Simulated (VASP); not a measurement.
# Ba3ZnO4 (Pm-3m) in VASP: relaxation of cell and atoms with PBE

Aim: the relaxation of cell and atoms of Ba3ZnO4 with PBE.

Everything below comes from runs of VASP 6.6.1. Logs are shortened: lines on timing, memory, paths and dates and some standing lists are left out, and cuts for length are marked.

## (1) The cell of the first run

Symmetry: Pm-3m, No. 221, cubic system. The conventional cell has a = 5.091 Å, b = 5.091 Å, c = 5.091 Å, α = 90.00°, β = 90.00°, γ = 90.00°. Ba (site symmetry 4/mmm) has 6 O at 2.55 Å within 3.4 Å. Zn (site symmetry m-3m) has 6 O at 2.55 Å within 3.4 Å. O (site symmetry 4/mmm) has 4 Ba at 2.55 Å and 2 Zn at 2.55 Å within 3.4 Å. O (site symmetry m-3m) has 6 Ba at 2.55 Å within 3.4 Å.

The cell was built from a structure type or drawn by symmetry, and may not be a known phase.

## (2) Relaxation of cell and atoms, PBE

The input, INCAR:

```
SYSTEM = Ba3ZnO4
  PREC = Accurate
  ENCUT = 600
  EDIFF = 1E-6
  ISMEAR = 0
  SIGMA = 0.1
  LREAL = .FALSE.
  LASPH = .TRUE.
  NELM = 100
  ALGO = Normal
  ISIF = 3
  LWAVE = .FALSE.
  LCHARG = .FALSE.
  GGA = PE
  IBRION = 2
  NSW = 90
  EDIFFG = -0.04
```

The input, KPOINTS:

```
Automatic mesh
0
G
  4 4 4
  0 0 0
```

The input, POSCAR:

```
Ba3ZnO4
1.0
    5.0913288300      0.0000000000      0.0000000000
    0.0000000000      5.0913288300      0.0000000000
    0.0000000000      0.0000000000      5.0913288300
Ba Zn O
3 1 4
Direct
    0.0000000000      0.5000000000      0.5000000000
    0.5000000000      0.0000000000      0.5000000000
    0.5000000000      0.5000000000      0.0000000000
    0.0000000000      0.0000000000      0.0000000000
    0.5000000000      0.0000000000      0.0000000000
    0.5000000000      0.5000000000      0.5000000000
    0.0000000000      0.0000000000      0.5000000000
    0.0000000000      0.5000000000      0.0000000000
```

Potentials or basis: VASP PAW PBE potentials, release 64 (Ba_sv, Zn, O).

Launch:

```sh
> cat potpaw_PBE.64/Ba_sv/POTCAR potpaw_PBE.64/Zn/POTCAR potpaw_PBE.64/O/POTCAR > POTCAR
> mpirun -np 1 vasp_std > vasp.out
```

OUTCAR:

```text
SYSTEM = Ba3ZnO4
   PREC = Accurate
   ENCUT = 600
   EDIFF = 1E-6
   ISMEAR = 0
   LREAL = .FALSE.
   LASPH = .TRUE.
   NELM = 100
   ISIF = 3
   GGA = PE
   IBRION = 2
   NSW = 90
   EDIFFG = -0.04

 ion  position               nearest neighbor table
   1  0.000  0.500  0.500-   6 2.55   7 2.55   8 2.55   8 2.55   7 2.55   6 2.55   3 3.60   4 3.60
                             2 3.60   2 3.60   4 3.60   3 3.60   4 3.60   2 3.60   3 3.60   4 3.60
   2  0.500  0.000  0.500-   5 2.55   6 2.55   7 2.55   5 2.55   6 2.55   7 2.55   3 3.60   4 3.60
                             1 3.60   1 3.60   3 3.60   3 3.60   3 3.60   1 3.60   4 3.60   4 3.60
   3  0.500  0.500  0.000-   5 2.55   6 2.55   8 2.55   6 2.55   5 2.55   8 2.55   1 3.60   2 3.60
                             1 3.60   2 3.60   4 3.60   2 3.60   2 3.60   1 3.60   4 3.60   4 3.60
   4  0.000  0.000  0.000-   1 3.60   2 3.60   3 3.60   1 3.60   2 3.60   1 3.60   3 3.60   1 3.60
                             2 3.60   3 3.60   2 3.60   3 3.60
   5  0.500  0.000  0.000-   2 2.55   3 2.55   2 2.55   3 2.55
   6  0.500  0.500  0.500-   1 2.55   2 2.55   3 2.55   3 2.55   2 2.55   1 2.55
   7  0.000  0.000  0.500-   1 2.55   2 2.55   1 2.55   2 2.55
   8  0.000  0.500  0.000-   1 2.55   3 2.55   1 2.55   3 2.55

  LATTYP: Found a simple cubic cell.
 ALAT       =     5.0913288300

  Lattice vectors:

 A1 = (   5.0913288300,   0.0000000000,   0.0000000000)
 A2 = (   0.0000000000,   5.0913288300,   0.0000000000)
 A3 = (   0.0000000000,   0.0000000000,   5.0913288300)

Analysis of symmetry for initial positions (statically):
=====================================================================
 Subroutine PRICEL returns:
 Original cell was already a primitive cell.

 Routine SETGRP: Setting up the symmetry group for a
 simple cubic supercell.

 Subroutine GETGRP returns: Found 48 space group operations
 (whereof 48 operations were pure point group operations)
 out of a pool of 48 trial point group operations.

The static configuration has the point symmetry O_h .

Analysis of symmetry for dynamics (positions and initial velocities):
=====================================================================
 Subroutine PRICEL returns:
 Original cell was already a primitive cell.

 Routine SETGRP: Setting up the symmetry group for a
 simple cubic supercell.

 Subroutine GETGRP returns: Found 48 space group operations
 (whereof 48 operations were pure point group operations)
 out of a pool of 48 trial point group operations.

The dynamic configuration has the point symmetry O_h .

 Subroutine INISYM returns: Found 48 space group operations
 (whereof 48 operations are pure point group operations),
 and found     1 'primitive' translations

----------------------------------------------------------------------------------------

                                     Primitive cell

  volume of cell :     131.9755

  direct lattice vectors                    reciprocal lattice vectors
     5.091328830  0.000000000  0.000000000     0.196412377  0.000000000  0.000000000
     0.000000000  5.091328830  0.000000000     0.000000000  0.196412377  0.000000000
     0.000000000  0.000000000  5.091328830     0.000000000  0.000000000  0.196412377

  length of vectors
     5.091328830  5.091328830  5.091328830     0.196412377  0.196412377  0.196412377

  position of ions in fractional coordinates (direct lattice)
     0.000000000  0.500000000  0.500000000
     0.500000000  0.000000000  0.500000000
     0.500000000  0.500000000  0.000000000
     0.000000000  0.000000000  0.000000000
     0.500000000  0.000000000  0.000000000
     0.500000000  0.500000000  0.500000000
     0.000000000  0.000000000  0.500000000
     0.000000000  0.500000000  0.000000000

  ion indices of the primitive-cell ions
   primitive index   ion index
                 1           1
                 2           2
                 3           3
                 4           4
                 5           5
                 6           6
                 7           7
                 8           8

----------------------------------------------------------------------------------------

 KPOINTS: Automatic mesh

Automatic generation of k-mesh.
 Grid dimensions read from file:
 generate k-points for:    4    4    4

 Generating k-lattice:

  Cartesian coordinates                     Fractional coordinates (reciprocal lattice)
     0.049103094  0.000000000  0.000000000     0.250000000  0.000000000  0.000000000
     0.000000000  0.049103094  0.000000000     0.000000000  0.250000000  0.000000000
     0.000000000  0.000000000  0.049103094     0.000000000  0.000000000  0.250000000

  Length of vectors
     0.049103094  0.049103094  0.049103094

  Shift w.r.t. Gamma in fractional coordinates (k-lattice)
     0.000000000  0.000000000  0.000000000

 Subroutine IBZKPT returns following result:
 ===========================================

 Found     10 irreducible k-points:

 Following reciprocal coordinates:
            Coordinates               Weight
  0.000000  0.000000  0.000000      1.000000
  0.250000  0.000000  0.000000      6.000000
  0.500000  0.000000  0.000000      3.000000
  0.250000  0.250000  0.000000     12.000000
  0.500000  0.250000  0.000000     12.000000
  0.500000  0.500000  0.000000      3.000000
  0.250000  0.250000  0.250000      8.000000
  0.500000  0.250000  0.250000     12.000000
  0.500000  0.500000  0.250000      6.000000
  0.500000  0.500000  0.500000      1.000000
   k-points           NKPTS =     10   k-points in BZ     NKDIM =     10   number of bands    NBANDS=     39
   number of dos      NEDOS =    301   number of ions     NIONS =      8
   total plane-waves  NPLWV =  74088
   dimension x,y,z NGX =    42 NGY =   42 NGZ =   42
   dimension x,y,z NGXF=    84 NGYF=   84 NGZF=   84
   ions per type =               3   1   4
   NGX,Y,Z   is equivalent  to a cutoff of  13.71, 13.71, 13.71 a.u.
   NGXF,Y,Z  is equivalent  to a cutoff of  27.43, 27.43, 27.43 a.u.
 SYSTEM =  Ba3ZnO4
   PREC   = accura    normal or accurate (medium, high low for compatibility)
   ISTART =      0    job   : 0-new  1-cont  2-samecut
   ICHARG =      2    charge: 1-file 2-atom 10-const
   ISPIN  =      1    spin polarized calculation?
   LNONCOLLINEAR =      F non collinear calculations
   LSORBIT =      F    spin-orbit coupling
   LASPH  =      T    aspherical Exc in radial PAW
   ENCUT  =  600.0 eV  44.10 Ry    6.64 a.u.  10.17 10.17 10.17*2*pi/ulx,y,z
   NELM   =    100;   NELMIN=  2; NELMDL= -5     # of ELM steps
   EDIFF  = 0.1E-05   stopping-criterion for ELM
   LREAL  =      F    real-space projection
   EDIFFG = -.4E-01   stopping-criterion for IOM
   NSW    =     90    number of steps for IOM
   IBRION =      2    ionic relax: 0-MD 1-quasi-New 2-CG
   NFREE  =      1    steps in history (QN), initial steepest desc. (CG)
   ISIF   =      3    stress and relaxation
   ISYM   =      2    0-nonsym 1-usesym 2-fastsym
   POTIM  = 0.5000    time-step for ionic-motion
   TEBEG  =    0.0;   TEEND  =   0.0 temperature during run
   PSTRESS=    0.0 pullay stress
   NELECT =      66.0000    total number of electrons
   NUPDOWN=      -1.0000    fix difference up-down
   EMIN   =  10.00;   EMAX   =-10.00  energy-range for DOS
   EFERMI =   0.00;   METHOD = LEGACY
   ISMEAR =     0;   SIGMA  =   0.10  broadening in eV -4-tet -1-fermi 0-gaus
   EFERMI_NEDOS =   21; number of points for ismear=-14 and -15
   IALGO  =     38    algorithm
   IMIX   =      4    mixing-type and parameters
     AMIX     =   0.40;   BMIX     =  1.00
     AMIX_MAG =   1.60;   BMIX_MAG =  1.00
  volume/ion in A,a.u.               =      16.50       111.33
  Fermi-wavevector in a.u.,A,eV,Ry     =   1.299446  2.455597 22.974262  1.688561
  Thomas-Fermi vector in A             =   2.430710
   LORBIT       =      0    0 simple, 1 ext, 2 COOP (PROOUT), +10 PAW based schemes
   GGA     = PE    functional components
   LHFCALC =     F    Hartree Fock is set to
   AEXX    =    0.0000 exact exchange contribution
   IVDW    =     0    specifies the selected vdW correction
   LEPSILON=     F    determine dielectric tensor
   LRPA    =     F    only Hartree local field effects (RPA)
 conjugate gradient relaxation of ions
 non-spin polarized calculation
 Gauss-broadening in eV      SIGMA  =   0.10
  energy-cutoff  :      600.00
  volume of cell :      131.98
 maximum number of plane-waves:      4436
 NGX is ok and might be reduce to    42
   NGX = 21   NGY = 21   NGZ = 21

--------------------------------------- Ionic step        1  -------------------------------------------

 number of electron      65.9999962 magnetization

 Free energy of the ion-electron system (eV)
  ---------------------------------------------------
  ext. energy  EPLUGINS =         0.00000000
  ---------------------------------------------------
  free energy    TOTEN  =       -40.16939580 eV

  energy without entropy =      -40.15354535  energy(sigma->0) =      -40.16147058

 E-fermi :   2.9452     XC(G=0): -10.5575

 val. band max:        2.9446802872   @ k =   0.2500   0.0000   0.0000
 cond. band min:       2.9600214762   @ k =   0.0000   0.0000   0.0000
 fundamental gap:      0.0153411890
 Fermi energy:         2.9452180493

 k-point     1 :       0.0000    0.0000    0.0000
  band No.  band energies     occupation
      1     -22.8996      2.00000
      2     -22.1981      2.00000
      3     -22.1981      2.00000
      4     -13.6282      2.00000
      5     -13.4980      2.00000
      6     -13.4980      2.00000
[... 900 lines left out ...]
 POSITION                                       TOTAL-FORCE (eV/Angst)
 -----------------------------------------------------------------------------------
     -0.00000      2.82056      2.82056        -0.000000      0.000000      0.000000
      2.82056     -0.00000      2.82056        -0.000000     -0.000000      0.000000
      2.82056      2.82056     -0.00000         0.000000      0.000000      0.000000
      0.00000      0.00000      0.00000         0.000000      0.000000      0.000000
      2.82056     -0.00000     -0.00000        -0.000000      0.000000      0.000000
      2.82056      2.82056      2.82056        -0.000000     -0.000000      0.000000
     -0.00000     -0.00000      2.82056        -0.000000     -0.000000      0.000000
     -0.00000      2.82056     -0.00000        -0.000000      0.000000      0.000000
 -----------------------------------------------------------------------------------
    total drift:                                0.000000      0.000000     -0.000000

  FREE ENERGIE OF THE ION-ELECTRON SYSTEM (eV)
  ---------------------------------------------------
  free  energy   TOTEN  =       -41.3856611737 eV

  energy  without entropy=      -41.3757753955  energy(sigma->0) =      -41.38071828

--------------------------------------- Ionic step        3  -------------------------------------------

 number of electron      65.9999990 magnetization

 Free energy of the ion-electron system (eV)
  ---------------------------------------------------
  ext. energy  EPLUGINS =         0.00000000
  ---------------------------------------------------
  free energy    TOTEN  =       -41.78433320 eV

  energy without entropy =      -41.77277738  energy(sigma->0) =      -41.77855529

 E-fermi :   1.4174     XC(G=0):  -9.6155

 val. band max:        1.3822216394   @ k =   0.0000   0.0000   0.0000
 cond. band min:       1.4768390865   @ k =   0.2500   0.0000   0.0000
 fundamental gap:      0.0946174471
 Fermi energy:         1.4173884240

 k-point     1 :       0.0000    0.0000    0.0000
  band No.  band energies     occupation
      1     -24.2175      2.00000
      2     -23.9039      2.00000
      3     -23.9039      2.00000
      4     -14.2150      2.00000
      5     -14.1716      2.00000
      6     -14.1716      2.00000
[... 422 lines left out ...]
 VOLUME and BASIS-vectors are now :
 -----------------------------------------------------------------------------
  energy-cutoff  :      600.00
  volume of cell :      160.41
      direct lattice vectors                 reciprocal lattice vectors
     5.433442724 -0.000000000 -0.000000000     0.184045374  0.000000000  0.000000000
    -0.000000000  5.433442724 -0.000000000     0.000000000  0.184045374  0.000000000
    -0.000000000 -0.000000000  5.433442724     0.000000000  0.000000000  0.184045374

 POSITION                                       TOTAL-FORCE (eV/Angst)
 -----------------------------------------------------------------------------------
     -0.00000      2.71672      2.71672         0.000000      0.000000      0.000000
      2.71672     -0.00000      2.71672         0.000000     -0.000000      0.000000
      2.71672      2.71672     -0.00000         0.000000      0.000000      0.000000
      0.00000      0.00000      0.00000         0.000000      0.000000      0.000000
      2.71672     -0.00000     -0.00000         0.000000      0.000000      0.000000
      2.71672      2.71672      2.71672        -0.000000     -0.000000      0.000000
     -0.00000     -0.00000      2.71672        -0.000000     -0.000000      0.000000
     -0.00000      2.71672     -0.00000         0.000000      0.000000      0.000000
 -----------------------------------------------------------------------------------
    total drift:                                0.000000      0.000000     -0.000000

  FREE ENERGIE OF THE ION-ELECTRON SYSTEM (eV)
  ---------------------------------------------------
  free  energy   TOTEN  =       -41.7843332033 eV

  energy  without entropy=      -41.7727773776  energy(sigma->0) =      -41.77855529

 reached required accuracy - stopping structural energy minimisation
```

It took 3 min on 1 thread of Intel Xeon Platinum 8259CL at 2.50GHz (Skylake/Cascade Lake), shared host; peak memory 0.3 GiB.

Results:

```yaml
Free_energy: -41.7843 eV
Relaxed_volume: 20.05 Å³/atom
Relaxed_cell: a = 5.433 Å, b = 5.433 Å, c = 5.433 Å, α = 90.00°, β = 90.00°, γ = 90.00°
Space_group_after_relaxing_to_0.1_Å: Pm-3m (No. 221)
Energy_gained_by_relaxing: 201.9 meV/atom
Ionic_steps: 3
Pressure_after_relaxing: 0.1 GPa
Band_gap_on_the_k_mesh: zero (filled and empty bands touch)
```

The path:
| step | energy change (eV) | largest force (eV/Å) | pressure (GPa) | volume (Å³) |
| --- | --- | --- | --- | --- |
| 1 | 0.0000 | 0.0000 | 21.74 | 131.98 |
| 2 | -1.2163 | 0.0000 | -6.12 | 179.51 |
| 3 | -1.6149 | 0.0000 | 0.08 | 160.41 |

Final structure:
```
Ba Zn O
1.0
     5.43344    0.00000    0.00000
     0.00000    5.43344    0.00000
     0.00000    0.00000    5.43344
Ba Zn O
3 1 4
Direct
  0.00000 0.50000 0.50000
  0.50000 0.00000 0.50000
  0.50000 0.50000 0.00000
  0.00000 0.00000 0.00000
  0.50000 0.00000 0.00000
  0.50000 0.50000 0.50000
  0.00000 0.00000 0.50000
  0.00000 0.50000 0.00000
```

Levels at points of the mesh, in eV from the Fermi level:
```
           k point  band 29  band 30  band 31  band 32  band 33  band 34  band 35  band 36  band 37  band 38
(0.00, 0.00, 0.00)    -0.33    -0.33    -0.33    -0.04    -0.04    -0.04     2.77     2.77     2.77     5.40
(0.50, 0.00, 0.00)    -0.45    -0.43    -0.43    -0.15    -0.15     0.97     3.21     4.21     4.55     4.55
(0.50, 0.50, 0.00)    -1.55    -0.84    -0.44    -0.44    -0.34     1.96     4.37     4.38     4.38     5.16
(0.50, 0.50, 0.50)    -1.58    -1.58    -1.58    -0.95    -0.95     2.76     4.60     4.60     4.60     5.62
```

Caveat: the volume moved by over 15 % at a fixed basis, so the end points are rough; spin-orbit coupling is left out, which moves the levels of the heavy elements.
